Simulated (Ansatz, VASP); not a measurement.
**As in VASP and in Ansatz**

File INCAR:

```
ALGO = Normal ; EDIFF = 1E-6
ENCUT = 520 ; GGA = PS
ISIF = 2 ; ISMEAR = -1
LASPH = T ; LCHARG = F
LREAL = F ; LWAVE = F
NBANDS = 18 ; NELM = 100
PREC = Accurate ; SIGMA = 0.05
```

The input KPOINTS:

```
k-points
0
Gamma
  8 8 6
```

File POSCAR:

```
As
1.0
    1.8490159120     -5.5723767210      0.0000000000
    1.8490159120      5.5723767210      0.0000000000
    0.0000000000      0.0000000000      4.5288225351
As
4
Direct
    0.3900000000      0.6100000000      0.5600000000
    0.8900000000      0.1100000000      0.9400000000
    0.6100000000      0.3900000000      0.4400000000
    0.1100000000      0.8900000000      0.0600000000
```

File input.yaml:

```yaml
crystal:
  lattice:
    - [1.849015912, -5.572376721, 0.0]
    - [1.849015912, 5.572376721, 0.0]
    - [0.0, 0.0, 4.5288225351]
  atoms:
    - { symbol: As, position: [0.39, 0.61, 0.56] }
    - { symbol: As, position: [0.89, 0.11, 0.94] }
    - { symbol: As, position: [0.61, 0.39, 0.44] }
    - { symbol: As, position: [0.11, 0.89, 0.06] }
hamiltonian:
  xc: pbesol
  pseudopotentials: { kind: paw }
kpoints:
  mp_grid: { grid: [8, 8, 6] }
scf:
  occupations: { method: fermi_dirac, width: 0.05 }
output:
  forces: true
  stress: true
  eigenvalues: true
```

Alike in both runs: task single point; functional PBEsol; k mesh 8 × 8 × 6; occupations fermi-dirac, width 0.05 eV; no spin polarisation.

|  | VASP | Ansatz |
| --- | --- | --- |
| version | VASP 6.6.1 | Ansatz 0.2.0 |
| potentials or method | VASP PAW PBE potentials, release 64 (As) | Ansatz PAW |
| plane-wave cutoff (eV) | 520 | 420 |
| valence electrons in the cell | 20 | 60 |

```csv
,VASP,Ansatz,Ansatz less VASP
gap on the k mesh at the Fermi level (eV),0.07,0.08,+0.012
least direct gap on the mesh (eV),0.15,0.16,+0.009
pressure (GPa),-2.5,-2.8,-0.34
"traceless stress, the component that is largest in VASP (GPa)",-0.70,-0.68,+0.021
rms of the force components (eV/Å),0.160,0.195,+0.0356
```

VASP's potentials were made for PBE, not for PBEsol. Atom by atom the forces differ by 0.037 eV/Å (rms over components). The functional is the same, so the differences come from potentials, cutoffs and numerics. VASP's potentials hold 20 valence electrons a cell and Ansatz's 60, so a difference there can come from the potentials and not from the codes.
